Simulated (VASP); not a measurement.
Runs of VASP 6.6.1 on BiPt. The structure is that of space group P6_3/mmc (No. 194), or close to it. The cells are those of the table. 

```csv
task,potentials or basis,cell,cutoff (eV),gap on the mesh (eV),pressure (GPa)
electric field gradients,"VASP PAW LDA potentials, release 64 (Bi_d, Pt_sv_GW)","a = 4.372, b = 4.372, c = 5.562 Å, angles 90.0, 90.0, 120.0°, 4 atoms",430,none,(a)
single point,"VASP PAW LDA potentials, release 64 (Bi_d, Pt)","a = 4.401, b = 4.401, c = 5.490 Å, angles 90.0, 90.0, 120.0°, 4 atoms",520,none,-4.4
electric field gradients,"VASP PAW LDA potentials, release 64 (Bi_d, Pt)","a = 4.229, b = 4.229, c = 5.490 Å, angles 90.0, 90.0, 120.0°, 4 atoms",520,none,5.9
single point,"VASP PAW LDA potentials, release 64 (Bi_d, Pt)","a = 4.272, b = 4.272, c = 5.490 Å, angles 90.0, 90.0, 120.0°, 4 atoms",520,none,2.8
single point,"VASP PAW LDA potentials, release 64 (Bi_d, Pt)","a = 4.229, b = 4.229, c = 5.490 Å, angles 90.0, 90.0, 120.0°, 4 atoms",520,none,5.9
```

Alike in all rows: level LDA; no spin polarisation; k mesh 9 × 9 × 6; smearing fermi-dirac 0.05 eV.

Q: Fill in the values left out.

A: (a) -5.9.

Caveats: spin-orbit coupling is left out, which moves the levels of the heavy elements; the cell stands under tension (at least some runs); the cell stands under pressure (at least some runs).

A k mesh can miss the band edges, and the runs leave out spin-orbit coupling on Bi, Pt.

A gap of «none» marks levels without a gap at the run's occupations.

The runs don't all hold the same shells in valence.
